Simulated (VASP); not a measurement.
# NiO (Fm-3m) in VASP: a series of runs, part 2 of 2

VASP 6.6.1.

### Step 3. Single point, PBEsol+U, collinear spin, ferromagnetic start

Input file INCAR:

```
SYSTEM = NiO
ALGO = Normal ; EDIFF = 1E-6
ENCUT = 600 ; GGA = PS
GGA_COMPAT = .False. ; ISIF = 2
ISMEAR = -1 ; ISPIN = 2
LASPH = .True. ; LCHARG = .False.
LDAU = .True. ; LDAUJ = 0 0
LDAUL = 2 -1 ; LDAUPRINT = 1
LDAUTYPE = 2 ; LDAUU = 6.2 0
LMAXMIX = 4 ; LORBIT = 11
LREAL = .False. ; LWAVE = .False.
MAGMOM = 2 0 ; NBANDS = 23
NELM = 200 ; PREC = Accurate
SIGMA = 0.02
```

Input file KPOINTS:

```
k-points
0
Gamma
  8 8 8
  0 0 0
```

Input file POSCAR:

```
NiO
1.0
    0.0000000000      2.0842000000      2.0842000000
    2.0842000000      0.0000000000      2.0842000000
    2.0842000000      2.0842000000      0.0000000000
Ni O
1 1
Direct
    0.5000000000      0.5000000000      0.5000000000
    0.0000000000      0.0000000000      0.0000000000
```

Potentials or basis: VASP PAW PBE potentials, release 64 (Ni_sv_GW, O).

Run with:

```bash
cat potpaw_PBE.64/Ni_sv_GW/POTCAR potpaw_PBE.64/O/POTCAR > POTCAR
mpirun -np 1 vasp_std > vasp.out
```

OUTCAR:

```text
SYSTEM = NiO
   EDIFF = 1E-6
   ENCUT = 600
   GGA = PS
   ISIF = 2
   ISMEAR = -1
   ISPIN = 2
   LASPH = .True.
   LORBIT = 11
   LREAL = .False.
   NELM = 200
   PREC = Accurate

 ion  position               nearest neighbor table
   1  0.500  0.500  0.500-   2 2.08   2 2.08   2 2.08   2 2.08   2 2.08   2 2.08
   2  0.000  0.000  0.000-   1 2.08   1 2.08   1 2.08   1 2.08   1 2.08   1 2.08

  LATTYP: Found a face centered cubic cell.
 ALAT       =     4.1684000000

  Lattice vectors:

[... 1500 lines left out ...]

 VOLUME and BASIS-vectors are now :
 -----------------------------------------------------------------------------
  energy-cutoff  :      600.00
  volume of cell :       18.11
      direct lattice vectors                 reciprocal lattice vectors
     0.000000000  2.084200000  2.084200000    -0.239900202  0.239900202  0.239900202
     2.084200000  0.000000000  2.084200000     0.239900202 -0.239900202  0.239900202
     2.084200000  2.084200000  0.000000000     0.239900202  0.239900202 -0.239900202

 POSITION                                       TOTAL-FORCE (eV/Angst)
 -----------------------------------------------------------------------------------
      2.08420      2.08420      2.08420         0.000000     -0.000000     -0.000000
      0.00000      0.00000      0.00000        -0.000000      0.000000      0.000000
 -----------------------------------------------------------------------------------
    total drift:                                0.000000     -0.000000      0.000000

  FREE ENERGIE OF THE ION-ELECTRON SYSTEM (eV)
  ---------------------------------------------------
  free  energy   TOTEN  =       -10.9890758444 eV

  energy  without entropy=      -10.9890758444  energy(sigma->0) =      -10.98907584

 total charge

# of ion       s       p       d       f       tot
--------------------------------------------------
    1        2.165   6.245   7.718   0.010  16.137
    2        1.538   3.479   0.000   0.000   5.018
--------------------------------------------------
tot          3.703   9.724   7.718   0.010  21.155

 magnetization (x)

# of ion       s       p       d       f       tot
--------------------------------------------------
    1        0.009   0.012   1.757   0.001   1.780
    2        0.023   0.160   0.000   0.000   0.183
--------------------------------------------------
tot          0.033   0.172   1.757   0.001   1.963
```

OSZICAR:

```text
N       E                     dE             d eps       ncg     rms          rms(c)
DAV:   1     0.245856455531E+03    0.24586E+03   -0.15457E+04  4253   0.401E+03
DAV:   2    -0.182287825055E+01   -0.24768E+03   -0.23573E+03  4288   0.891E+02
DAV:   3    -0.124783087098E+02   -0.10655E+02   -0.10628E+02  4061   0.191E+02
DAV:   4    -0.126380633139E+02   -0.15975E+00   -0.15974E+00  3629   0.122E+01
DAV:   5    -0.126437242682E+02   -0.56610E-02   -0.56609E-02  3519   0.212E+00    0.148E+01
DAV:   6    -0.112700440332E+02    0.13737E+01   -0.33386E+01  4517   0.318E+02    0.103E+01
DAV:   7    -0.106077508047E+02    0.66229E+00   -0.68687E+00  3936   0.190E+02    0.347E+00
DAV:   8    -0.109037438077E+02   -0.29599E+00   -0.39072E-01  4457   0.220E+01    0.177E+00
DAV:   9    -0.109711661271E+02   -0.67422E-01   -0.19888E-01  4835   0.308E+01    0.767E-01
DAV:  10    -0.109875715477E+02   -0.16405E-01   -0.38391E-02  4608   0.723E+00    0.222E-01
DAV:  11    -0.109888194567E+02   -0.12479E-02   -0.11017E-03  4297   0.105E+00    0.912E-02
DAV:  12    -0.109889787268E+02   -0.15927E-03   -0.31011E-04  4280   0.613E-01    0.551E-02
DAV:  13    -0.109890694592E+02   -0.90732E-04   -0.62400E-05  4497   0.437E-01    0.147E-02
DAV:  14    -0.109890759302E+02   -0.64710E-05   -0.10228E-05  4012   0.168E-01    0.361E-03
DAV:  15    -0.109890758444E+02    0.85822E-07   -0.28617E-07  1769   0.373E-02
   1 F= -.10989076E+02 E0= -.10989076E+02  d E =-.293630E-15  mag=     2.0000
```

Wall time 18 s (1 thread of Intel Xeon 6975P-C (Granite Rapids), shared host); peak memory 0.17 GiB.

What came out:

```yaml
Free_energy: -10.9891 eV
Pressure: 0.4 GPa
Band_gap_on_the_k_mesh: 2.26 eV, indirect (least direct gap 3.36 eV)
Net_moment: 2.00 μB per cell
Site_moments: Ni +1.78; O +0.18 μB
Valence_electrons_inside_the_program's_atomic_spheres: Ni 16.14; O 5.02
```

Levels at points of the mesh, in eV from the valence-band top:
Spin up:
| k point | band 10 | band 11 | band 12 | band 13 | band 14 | band 15 | band 16 | band 17 |
| --- | --- | --- | --- | --- | --- | --- | --- | --- |
| (0.00, 0.00, 0.00) | -4.64 | -1.85 | -1.85 | -1.85 | 2.26 | 18.21 | 18.76 | 18.76 |
| (0.50, 0.00, 0.00) | -4.09 | -2.95 | 0.00 | 0.00 | 6.14 | 10.82 | 14.49 | 14.49 |
| (0.50, 0.50, 0.00) | -3.77 | -3.77 | -3.26 | -3.26 | 6.60 | 11.44 | 11.97 | 17.30 |
Spin down:
```
           k point  band 9  band 10  band 11  band 12  band 13  band 14
(0.00, 0.00, 0.00)   -1.48    -1.48    -1.48     2.44     2.44     2.62
(0.50, 0.00, 0.00)   -2.02    -2.02    -1.88     4.95     4.95     6.34
(0.50, 0.50, 0.00)   -2.92    -2.53    -2.53     2.96     3.47     7.19
```

Eigenvalues of the final occupation matrices:
```csv
site,spin,trace,eigenvalues
site 1 d,1,4.75,0.94 0.94 0.94 0.97 0.97
site 1 d,2,2.99,0.10 0.10 0.93 0.93 0.93
```

Caveat: the PAW data sets were made with another functional, which shifts forces and pressure a little; a cell with one magnetic atom can't hold antiferromagnetic order, which such compounds often take. The state reached can hang on the start; a lower one may exist.
